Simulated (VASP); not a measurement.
Input of a VASP 6.6.1 run:

The input INCAR:

```
  PREC = Accurate
  ENCUT = 520
  EDIFF = 1E-6
  ISMEAR = 0
  SIGMA = 0.15
  LREAL = F
  LASPH = T
  NELM = 100
  ALGO = Fast
  ISIF = 2
  LWAVE = F
  LCHARG = T
  GGA = PS
  LELF = T
  LVHAR = T
  NBANDS = 16
```

File KPOINTS:

```
Automatic mesh
0
Gamma
  18 18 6
```

Contents of POSCAR:

```
Al2Zn
1.0
    2.7353070353      0.0000000000      0.0000000000
   -1.3676535177      2.3688453797      0.0000000000
    0.0000000000      0.0000000000      7.2187487970
Al Zn
2 1
Direct
    0.3333333333      0.6666666667      0.3531919835
    0.6666666667      0.3333333333      0.6468080165
    0.0000000000      0.0000000000      0.0000000000
```

Potentials or basis: VASP PAW PBE potentials, release 64 (Al, Zn).

The run is started by

```sh
$ cat potpaw_PBE.64/Al/POTCAR potpaw_PBE.64/Zn/POTCAR > POTCAR
$ mpirun -np 1 vasp_std > vasp.out
```

Task: What does it give for the largest force?

Result: 1.443 eV/Å.

Task: Estimate the pressure.

Result: 3.2 GPa.

Forces on the atoms (eV/Å):
```
Al   0.000  0.000 -1.443
Al   0.000  0.000  1.443
Zn   0.000  0.000  0.000
```

Caveat: the PAW data sets were made with another functional, which shifts forces and pressure a little.
